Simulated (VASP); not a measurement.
Crystal: SrO (qrp).

```
Sr O
1.0
     0.00000    2.58066    2.58066
     2.58066    0.00000    2.58066
     2.58066    2.58066    0.00000
Sr O
1 1
Direct
  0.00000 0.00000 0.00000
  0.50000 0.50000 0.50000
```

- Program: VASP 6.6.1
- Task: relaxation of cell and atoms
- Functional: RPBE
- Potentials or basis: VASP PAW PBE potentials, release 64 (Sr_sv, O)
- Cutoff: 600 eV
- k mesh: 6 × 6 × 6
- Occupations: gaussian, width 0.02 eV
- Spin: no spin polarisation

At the start: pressure 5.2 GPa; volume 17.19 Å³/atom.

Task: How do energy, volume and symmetry change on relaxing?

Result: Over 3 steps the energy falls by 16.4 meV/atom and the volume is 18.25 Å³/atom (+6.2 %); space group Fm-3m (No. 225, to 0.05 Å).

Step by step:
| step | energy change (eV) | largest force (eV/Å) | pressure (GPa) | volume (Å³) |
| --- | --- | --- | --- | --- |
| 1 | 0.0000 | 0.0000 | 5.19 | 34.37 |
| 2 | -0.0296 | 0.0000 | -1.39 | 37.22 |
| 3 | -0.0327 | 0.0000 | 0.01 | 36.50 |

Final structure:
```cif
data_structure
_symmetry_space_group_name_H-M 'P 1'
_symmetry_Int_Tables_number 1
_cell_length_a 3.7235
_cell_length_b 3.7235
_cell_length_c 3.7235
_cell_angle_alpha 60.000
_cell_angle_beta 60.000
_cell_angle_gamma 60.000
_cell_volume 36.50
loop_
_atom_site_label
_atom_site_type_symbol
_atom_site_fract_x
_atom_site_fract_y
_atom_site_fract_z
_atom_site_occupancy
Sr1 Sr 0.00000 0.00000 0.00000 1
O1 O 0.50000 0.50000 0.50000 1
```

Caveat: the PAW data sets were made with another functional, which shifts forces and pressure a little.
